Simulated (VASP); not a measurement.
# TiO2 in VASP: further runs

TiO2 is run at these levels: PBE+D3(BJ), LDA+U, PBEsol; tasks: single point, relaxation of cell and atoms.

Everything below comes from runs of VASP 6.6.1. Logs are shortened: lines on timing, memory, paths and dates and some standing lists are left out, and cuts for length are marked.

## (1) The cell of the first run

The typed cell holds 9 atoms: a = 2.964 Å, b = 4.692 Å, c = 7.255 Å, α = 88.23°, β = 78.21°, γ = 90.00°.

## (2) Single point, PBE+D3(BJ)

INCAR reads:

```
SYSTEM = TiO2
PREC     = Accurate       ! precision mode
ENCUT    = 520            ! plane-wave cutoff, eV
EDIFF    = 1E-6           ! SCF threshold, eV
ISMEAR   = -1             ! smearing method
SIGMA    = 0.05           ! smearing width, eV
LREAL    = .False.        ! projectors in reciprocal space
LASPH    = .True.         ! aspherical terms in the spheres
NELM     = 100            ! most SCF steps
ALGO     = Normal         ! electronic algorithm
ISIF     = 2              ! what is computed and relaxed
LWAVE    = .False.        ! write WAVECAR
LCHARG   = .True.         ! write CHGCAR
GGA      = PE             ! functional
IVDW     = 12             ! dispersion correction
LELF     = .True.         ! ELF
LVHAR    = .True.       
NBANDS   = 46             ! bands
```

KPOINTS reads:

```
regular mesh
0
Gamma
  9 6 4
  0 0 0
```

POSCAR reads:

```
TiO2
1.0
    2.9640217381     -0.0000715611      0.0001136731
    0.0000942916      4.6923829876     -0.0055796467
    1.4817144477      0.2331383347      7.0986452104
Ti O
3 6
Direct
    0.0034970582      0.0003755849      0.0007030814
    0.3450144334      0.4819027228      0.3180741770
    0.6623200698      0.5188484410      0.6833311846
    0.4400334852      0.1874516046      0.1279667868
    0.7780783186      0.2950010629      0.4518821873
    0.1018793979      0.3066630176      0.8043003025
    0.9054699637      0.6940906513      0.1971072592
    0.2292618509      0.7057527092      0.5495260985
    0.5672964123      0.8133012157      0.8734419127
```

Potentials or basis: VASP PAW PBE potentials, release 64 (Ti_sv, O).

Command:

```bash
> cat potpaw_PBE.64/Ti_sv/POTCAR potpaw_PBE.64/O/POTCAR > POTCAR
> mpirun -np 1 vasp_std > vasp.out
```

OUTCAR:

```text
SYSTEM = TiO2
   PREC = Accurate
   ENCUT = 520
   EDIFF = 1E-6
   ISMEAR = -1
   LREAL = .False.
   LASPH = .True.
   NELM = 100
   ISIF = 2
   GGA = PE
   IVDW = 12
 IVDW          = 12

 ion  position               nearest neighbor table
   1  0.003  0.000  0.001-   9 1.96   4 1.96   4 1.96   9 1.96   7 1.97   6 1.97
   2  0.345  0.482  0.318-   5 1.95   5 1.95   4 1.96   7 1.97   7 1.97   8 1.98
   3  0.662  0.519  0.683-   8 1.95   8 1.95   9 1.96   6 1.97   6 1.97   5 1.98
   4  0.440  0.187  0.128-   1 1.96   1 1.96   2 1.96
   5  0.778  0.295  0.452-   2 1.95   2 1.95   3 1.98
   6  0.102  0.307  0.804-   3 1.97   3 1.97   1 1.97
   7  0.905  0.694  0.197-   2 1.97   2 1.97   1 1.97
   8  0.229  0.706  0.550-   3 1.95   3 1.95   2 1.98
   9  0.567  0.813  0.873-   1 1.96   1 1.96   3 1.96

  LATTYP: Found a base centered monoclinic cell.
 ALAT       =    14.2048339881
 B/A-ratio  =     0.2086628921
 C/A-ratio  =     0.3303372859
 COS(beta)  =    -0.0316417804

  Lattice vectors:

 A1 = (   1.4823072904,  -0.2332098958,  -7.0985315373)
 A2 = (  -1.4817144477,  -0.2331383347,  -7.0986452104)
 A3 = (   0.0000942916,   4.6923829876,  -0.0055796467)

Analysis of symmetry for initial positions (statically):
=====================================================================
 Subroutine PRICEL returns:
 Original cell was already a primitive cell.

 Routine SETGRP: Setting up the symmetry group for a
 base centered monoclinic supercell.

 Subroutine GETGRP returns: Found  1 space group operations
 (whereof  1 operations were pure point group operations)
 out of a pool of  4 trial point group operations.

The static configuration has the point symmetry C_1 .

Analysis of symmetry for dynamics (positions and initial velocities):
=====================================================================
 Subroutine PRICEL returns:
 Original cell was already a primitive cell.

 Routine SETGRP: Setting up the symmetry group for a
 base centered monoclinic supercell.

 Subroutine GETGRP returns: Found  1 space group operations
 (whereof  1 operations were pure point group operations)
 out of a pool of  4 trial point group operations.

The dynamic configuration has the point symmetry C_1 .

 Subroutine INISYM returns: Found  1 space group operations
 (whereof  1 operations are pure point group operations),
 and found     1 'primitive' translations

----------------------------------------------------------------------------------------

                                     Primitive cell

  volume of cell :      98.7333

  direct lattice vectors                    reciprocal lattice vectors
     2.964021738 -0.000071561  0.000113673     0.337382140 -0.000090514 -0.070419478
     0.000094292  4.692382988 -0.005579647     0.000005413  0.213103011 -0.006999998
     1.481714448  0.233138335  7.098645210    -0.000005398  0.000167504  0.140867577

  length of vectors
     2.964021741  4.692386306  7.255383864     0.344652897  0.213217948  0.140867676

  position of ions in fractional coordinates (direct lattice)
     0.003497058  0.000375585  0.000703081
     0.345014433  0.481902723  0.318074177
     0.662320070  0.518848441  0.683331185
     0.440033485  0.187451605  0.127966787
     0.778078319  0.295001063  0.451882187
     0.101879398  0.306663018  0.804300303
     0.905469964  0.694090651  0.197107259
     0.229261851  0.705752709  0.549526099
     0.567296412  0.813301216  0.873441913

  ion indices of the primitive-cell ions
   primitive index   ion index
                 1           1
                 2           2
                 3           3
                 4           4
                 5           5
                 6           6
                 7           7
                 8           8
                 9           9

[... 28 lines left out ...]
|           W    W  A    A  R    R  N    N  II  N    N   GGGG   !!!           |
|                                                                             |
[... 39 lines left out ...]
   PSTRESS=    0.0 pullay stress
   NELECT =      72.0000    total number of electrons
   NUPDOWN=      -1.0000    fix difference up-down
   EMIN   =  10.00;   EMAX   =-10.00  energy-range for DOS
   EFERMI =   0.00;   METHOD = LEGACY
   ISMEAR =    -1;   SIGMA  =   0.05  broadening in eV -4-tet -1-fermi 0-gaus
   EFERMI_NEDOS =   21; number of points for ismear=-14 and -15
   IALGO  =     38    algorithm
   IMIX   =      4    mixing-type and parameters
     AMIX     =   0.40;   BMIX     =  1.00
     AMIX_MAG =   1.60;   BMIX_MAG =  1.00
  volume/ion in A,a.u.               =      10.97        74.03
  Fermi-wavevector in a.u.,A,eV,Ry     =   1.473548  2.784603 29.542940  2.171345
  Thomas-Fermi vector in A             =   2.588428
   LORBIT       =      0    0 simple, 1 ext, 2 COOP (PROOUT), +10 PAW based schemes
   GGA     = PE    functional components
   LHFCALC =     F    Hartree Fock is set to
   AEXX    =    0.0000 exact exchange contribution
   IVDW    =    12    specifies the selected vdW correction
   LEPSILON=     F    determine dielectric tensor
   LRPA    =     F    only Hartree local field effects (RPA)
 non-spin polarized calculation
  energy-cutoff  :      520.00
  volume of cell :       98.73
 maximum number of plane-waves:      2694
 NGX is ok and might be reduce to    24
   NGX = 11   NGY = 17   NGZ = 27

 number of electron      72.0000001 magnetization

 Free energy of the ion-electron system (eV)
  ---------------------------------------------------
  ext. energy  EPLUGINS =         0.00000000
  ---------------------------------------------------
  free energy    TOTEN  =       -80.28031363 eV

  energy without entropy =      -80.28031363  energy(sigma->0) =      -80.28031363

 E-fermi :   5.1373     XC(G=0): -11.0128

 val. band max:        3.9221339311   @ k =  -0.0000   0.0000   0.2500
 cond. band min:       6.1591876818   @ k =   0.0000   0.0000   0.0000
 fundamental gap:      2.2370537507
 Fermi energy:         5.1372650116

 k-point     1 :       0.0000    0.0000    0.0000
  band No.  band energies     occupation
      1     -52.8076      2.00000
      2     -52.6775      2.00000
      3     -52.6424      2.00000
      4     -29.0972      2.00000
      5     -29.0885      2.00000
      6     -29.0200      2.00000
[... 1165 lines left out ...]
     45       8.0536      0.00000
     46       9.7651      0.00000

 [... further k-points ...]

------------------------ aborting loop because EDIFF is reached ----------------------------------------

 Edisp (eV)   -2.09601

 E8    (eV) :    -0.8286

  FORCE on cell =-STRESS in cart. coord.  units (eV):
  Direction    XX          YY          ZZ          XY          YZ          ZX
  --------------------------------------------------------------------------------------
  -------------------------------------------------------------------------------------
  Total       0.50244     0.29050     0.43229     0.00020    -0.00137     0.00057
  in kB       8.15332     4.71412     7.01492     0.00318    -0.02230     0.00921
  external pressure =        6.63 kB  Pullay stress =        0.00 kB

 VOLUME and BASIS-vectors are now :
 -----------------------------------------------------------------------------
  energy-cutoff  :      520.00
  volume of cell :       98.73
      direct lattice vectors                 reciprocal lattice vectors
     2.964021738 -0.000071561  0.000113673     0.337382140 -0.000090514 -0.070419478
     0.000094292  4.692382988 -0.005579647     0.000005413  0.213103011 -0.006999998
     1.481714448  0.233138335  7.098645210    -0.000005398  0.000167504  0.140867577

 POSITION                                       TOTAL-FORCE (eV/Angst)
 -----------------------------------------------------------------------------------
      0.01141      0.00193      0.00499         0.000103      0.000016      0.000315
      1.49397      2.33540      2.25525        -0.000247     -0.000175     -0.030129
      2.97568      2.59390      4.84791         0.000204      0.000312      0.030044
      1.49390      0.90940      0.90739         0.000057      0.010934      0.007143
      2.97583      1.48955      3.20619         0.000130     -0.064262      0.006944
      1.49375      1.62649      5.70774        -0.000133     -0.019996      0.015209
      2.97595      3.30283      1.39542         0.000129      0.019700     -0.015026
      1.49384      3.43976      3.89698        -0.000246      0.064364     -0.007195
      2.97575      4.01991      6.19578         0.000002     -0.010892     -0.007304
 -----------------------------------------------------------------------------------
    total drift:                                0.000912     -0.000073     -0.000226

  FREE ENERGIE OF THE ION-ELECTRON SYSTEM (eV)
  ---------------------------------------------------
  free  energy   TOTEN  =       -82.3763231642 eV

  energy  without entropy=      -82.3763231641  energy(sigma->0) =      -82.37632316
```

Run time: 7.6 min. Hardware: 1 thread of Intel Xeon Platinum 8259CL at 2.50GHz (Skylake/Cascade Lake), shared host; peak memory 0.47 GiB.

Results:

```
Free energy                : -82.3763 eV
Pressure                   : 0.7 GPa
Largest force              : 0.065 eV/Å
Band gap on the k mesh     : 2.24 eV (least direct gap 2.29 eV)
Dispersion energy per atom : -0.233 eV
```

Forces in eV/Å, atoms in the order of the input:
```
Ti   0.000  0.000  0.000
Ti   0.000  0.000 -0.030
Ti   0.000  0.000  0.030
O    0.000  0.011  0.007
O    0.000 -0.064  0.007
O    0.000 -0.020  0.015
O    0.000  0.020 -0.015
O    0.000  0.064 -0.007
O    0.000 -0.011 -0.007
```

Levels at points of the mesh, in eV from the valence-band top:
```csv
k point,band 34,band 35,band 36,band 37,band 38,band 39
"(0.00, 0.00, 0.00)",-0.37,-0.28,-0.05,2.24,2.64,2.77
"(0.00, 0.50, 0.00)",-0.94,-0.86,-0.78,2.33,2.64,2.75
"(0.00, 0.00, 0.50)",-0.85,-0.28,-0.16,2.37,2.63,2.79
"(0.00, 0.50, 0.50)",-0.75,-0.71,-0.29,2.31,2.53,2.65
```

A k mesh can miss the band edges.

## (3) Relaxation of cell and atoms, LDA+U

This run uses another cell than the first one, of 11.00 Å³/atom.

INCAR reads:

```
ALGO = Normal
EDIFF = 1E-7
EDIFFG = -0.01
ENCUT = 600
GGA = CA
GGA_COMPAT = False
IBRION = 2
ISIF = 3
ISMEAR = -1
KPAR = 4
LASPH = True
LCHARG = False
LDAU = True
LDAUJ = 0 0
LDAUL = 2 -1
LDAUPRINT = 1
LDAUTYPE = 2
LDAUU = 6 0
LMAXMIX = 4
LREAL = False
LWAVE = False
NELM = 200
NELMIN = 4
NSW = 60
PREC = Accurate
SIGMA = 0.05
```

KPOINTS reads:

```
k-points
0
Gamma
  7 5 3
```

POSCAR reads:

```
TiO2
1.0
    2.9682645463      0.0000000000      0.0000000000
    0.0002080834      4.7076067549      0.0000000000
    1.4835696211      0.2423534620      7.0834647979
Ti O
3 6
Direct
    0.0033718700      0.0003888100      0.0007031900
    0.3446402100      0.4802596500      0.3169598700
    0.6617081400      0.5204743600      0.6844963600
    0.4400381600      0.1854376900      0.1285388000
    0.7779263400      0.2977287500      0.4518780700
    0.1012362400      0.3089534200      0.8062432200
    0.9064972100      0.6918369900      0.1951715700
    0.2294071500      0.7030072800      0.5495147300
    0.5680256700      0.8153000600      0.8728271800
```

Potentials or basis: VASP PAW LDA potentials, release 64 (Ti_sv, O).

Command:

```bash
> cat potpaw_LDA.64/Ti_sv/POTCAR potpaw_LDA.64/O/POTCAR > POTCAR
> mpirun -np 4 vasp_std > vasp.out
```

Wall time 9.6 min (4 MPI ranks of Intel Xeon Platinum 8488C (Sapphire Rapids), shared host); peak memory 0.33 GiB.

It converged, with:

```yaml
Free_energy: -75.7779 eV
Relaxed_volume: 11.10 Å³/atom
Relaxed_cell: a = 3.002 Å, b = 4.674 Å, c = 7.283 Å, α = 88.00°, β = 78.10°, γ = 90.00°
Space_group_after_relaxing_to_0.1_Å: C2/m (No. 12)
Energy_gained_by_relaxing: 2.7 meV/atom
Ionic_steps: 16
Pressure_after_relaxing: 0.0 GPa
Largest_force_after_relaxing: 0.009 eV/Å
Band_gap_on_the_k_mesh: 2.99 eV (least direct gap 3.03 eV)
```

Forces in eV/Å, atoms in the order of the input:
```
Ti   0.002  0.000  0.000
Ti   0.001 -0.005 -0.001
Ti   0.001  0.005  0.001
O   -0.001  0.001 -0.007
O   -0.001 -0.004 -0.008
O   -0.001 -0.005 -0.001
O   -0.002  0.005  0.001
O    0.000  0.004  0.008
O   -0.001 -0.001  0.007
```

Step by step:
| step | energy change (eV) | largest force (eV/Å) | pressure (GPa) | volume (Å³) |
| --- | --- | --- | --- | --- |
| 1 | 0.0000 | 0.2372 | 3.25 | 98.98 |
| 2 | 0.0196 | 0.4878 | -5.09 | 102.21 |
| 3 | -0.0195 | 0.1155 | -0.34 | 100.30 |
| 4 | -0.0229 | 0.0691 | -0.21 | 100.24 |
| 5 | -0.0230 | 0.0778 | -0.20 | 100.23 |
| 6 | -0.0233 | 0.1011 | 0.15 | 100.03 |
| 7 | -0.0235 | 0.0407 | 0.02 | 100.11 |
| 8 | -0.0238 | 0.0283 | -0.02 | 100.09 |
| 9 | -0.0241 | 0.0203 | -0.10 | 100.05 |
| 10 | -0.0241 | 0.0240 | 0.13 | 99.92 |
| 11 | -0.0242 | 0.0200 | 0.06 | 99.96 |
| 12 | -0.0242 | 0.0224 | -0.05 | 99.99 |
| 13 | -0.0242 | 0.0237 | -0.06 | 99.99 |
| 14 | -0.0243 | 0.0123 | -0.05 | 99.97 |
| 15 | -0.0243 | 0.0147 | -0.01 | 99.94 |
| 16 | -0.0243 | 0.0089 | 0.01 | 99.92 |

Final structure:
```cif
data_structure
_symmetry_space_group_name_H-M 'P 1'
_symmetry_Int_Tables_number 1
_cell_length_a 3.0021
_cell_length_b 4.6736
_cell_length_c 7.2827
_cell_angle_alpha 87.995
_cell_angle_beta 78.104
_cell_angle_gamma 89.999
_cell_volume 99.92
loop_
_atom_site_label
_atom_site_type_symbol
_atom_site_fract_x
_atom_site_fract_y
_atom_site_fract_z
_atom_site_occupancy
Ti1 Ti 0.00360 0.00038 0.00070 1
Ti2 Ti 0.34542 0.48071 0.31714 1
Ti3 Ti 0.66181 0.52004 0.68426 1
O1 O 0.44037 0.18621 0.12731 1
O2 O 0.77785 0.29593 0.45234 1
O3 O 0.10109 0.31006 0.80580 1
O4 O 0.90627 0.69070 0.19561 1
O5 O 0.22946 0.70482 0.54907 1
O6 O 0.56699 0.81454 0.87410 1
```

Levels at points of the mesh, in eV from the valence-band top:
```csv
k point,band 33,band 34,band 35,band 36,band 37,band 38,band 39,band 40
"(0.00, 0.00, 0.00)",-0.56,-0.41,-0.26,-0.02,3.01,3.39,3.44,3.53
```

Eigenvalues of the final occupation matrices:
| site | spin | trace | eigenvalues |
| --- | --- | --- | --- |
| site 1 d | 1 | 0.76 | 0.07 0.09 0.09 0.25 0.26 |
| site 1 d | 2 | 0.76 | 0.07 0.09 0.09 0.25 0.26 |
| site 2 d | 1 | 0.78 | 0.08 0.09 0.09 0.25 0.26 |
| site 2 d | 2 | 0.78 | 0.08 0.09 0.09 0.25 0.26 |
| site 3 d | 1 | 0.78 | 0.08 0.09 0.09 0.25 0.26 |
| site 3 d | 2 | 0.78 | 0.08 0.09 0.09 0.25 0.26 |

A k mesh can miss the band edges.

## (4) Single point, PBEsol

This run uses another cell than the first one, of 10.88 Å³/atom.

INCAR reads:

```
PREC = Accurate
ENCUT = 600
EDIFF = 1E-6
ISMEAR = -1
SIGMA = 0.05
LREAL = F
LASPH = T
NELM = 120
ALGO = Normal
ISIF = 2
LWAVE = F
LCHARG = F
GGA = PS
NBANDS = 46
GGA_COMPAT = F
```

KPOINTS reads:

```
Automatic mesh
0
Gamma
  9 6 4
```

POSCAR reads:

```
TiO2
1.0
    2.9480727351     -0.0000613967      0.0001184813
    0.0001092940      4.7083261306     -0.0261000432
    1.4737552738      0.2030874564      7.0550212599
Ti O
3 6
Direct
    0.0034705124      0.0003763185      0.0007044057
    0.3453199139      0.4860637965      0.3173823420
    0.6619880950      0.5146894607      0.6840269527
    0.4401304430      0.1880317808      0.1277887551
    0.7792556312      0.2994398727      0.4495495277
    0.1018470356      0.3044192228      0.8043784998
    0.9055220193      0.6963333412      0.1970280132
    0.2281009138      0.7013127315      0.5518570096
    0.5672164258      0.8127204853      0.8736174842
```

Potentials or basis: VASP PAW PBE potentials, release 64 (Ti_sv, O).

Command:

```bash
> cat potpaw_PBE.64/Ti_sv/POTCAR potpaw_PBE.64/O/POTCAR > POTCAR
> mpirun -np 1 vasp_std > vasp.out
```

Wall time 5.7 min (1 thread of Intel Xeon 6975P-C (Granite Rapids), shared host); peak memory 0.54 GiB.

The run converged. Its results:

```yaml
Free_energy: -83.9084 eV
Pressure: 0.5 GPa
Largest_force: 0.059 eV/Å
Band_gap_on_the_k_mesh: 2.26 eV (least direct gap 2.32 eV)
```

Forces in eV/Å, atoms in the order of the input:
```
Ti   0.000  0.000  0.000
Ti   0.000  0.000 -0.042
Ti   0.000  0.000  0.042
O    0.000  0.016  0.015
O    0.000 -0.059  0.006
O    0.000 -0.014  0.010
O    0.000  0.014 -0.010
O    0.000  0.059 -0.006
O    0.000 -0.016 -0.015
```

Stress tensor (GPa, compression positive):
```
0.64 0.00 0.00
0.00 0.30 0.01
0.00 0.01 0.48
```

Levels at points of the mesh, in eV from the valence-band top:
| k point | band 34 | band 35 | band 36 | band 37 | band 38 | band 39 |
| --- | --- | --- | --- | --- | --- | --- |
| (0.00, 0.00, 0.00) | -0.37 | -0.28 | -0.06 | 2.26 | 2.69 | 2.80 |
| (0.00, 0.50, 0.00) | -0.92 | -0.88 | -0.78 | 2.37 | 2.68 | 2.78 |
| (0.00, 0.00, 0.50) | -0.89 | -0.30 | -0.16 | 2.43 | 2.66 | 2.82 |
| (0.00, 0.50, 0.50) | -0.73 | -0.69 | -0.24 | 2.33 | 2.57 | 2.70 |

Caveat: the PAW data sets were made with another functional, which shifts forces and pressure a little. A k mesh can miss the band edges.

## (5) Summary

| task | level | potentials or basis | U | cell | k mesh | cutoff (eV) | gap on the mesh (eV) | pressure (GPa) | largest force (eV/Å) |
| --- | --- | --- | --- | --- | --- | --- | --- | --- | --- |
| single point | PBE+D3(BJ) | VASP PAW PBE potentials, release 64 (Ti_sv, O) | - | a = 2.964, b = 4.692, c = 7.255 Å, angles 88.2, 78.2, 90.0°, 9 atoms, atomic positions A | 9 × 6 × 4 | 520 | 2.24 | 0.7 | 0.06 |
| relaxation of cell and atoms | LDA+U | VASP PAW LDA potentials, release 64 (Ti_sv, O) | Ti d U = 6.0 eV | relaxed from a = 2.968, b = 4.708, c = 7.241 Å, angles 88.1, 78.2, 90.0°, 9 atoms, atomic positions B | 7 × 5 × 3 | 600 | 2.99 | 0.0 | 0.01 |
| single point | PBEsol | VASP PAW PBE potentials, release 64 (Ti_sv, O) | - | a = 2.948, b = 4.708, c = 7.210 Å, angles 88.7, 78.2, 90.0°, 9 atoms, atomic positions C | 9 × 6 × 4 | 600 | 2.26 | 0.5 | 0.06 |

Alike in all rows: no spin polarisation; smearing fermi-dirac 0.05 eV.

Caveats: the PAW data sets were made with another functional, which shifts forces and pressure a little (at least some runs).

Total energies depend on the potentials used, so only differences within one code and one set of settings carry meaning.
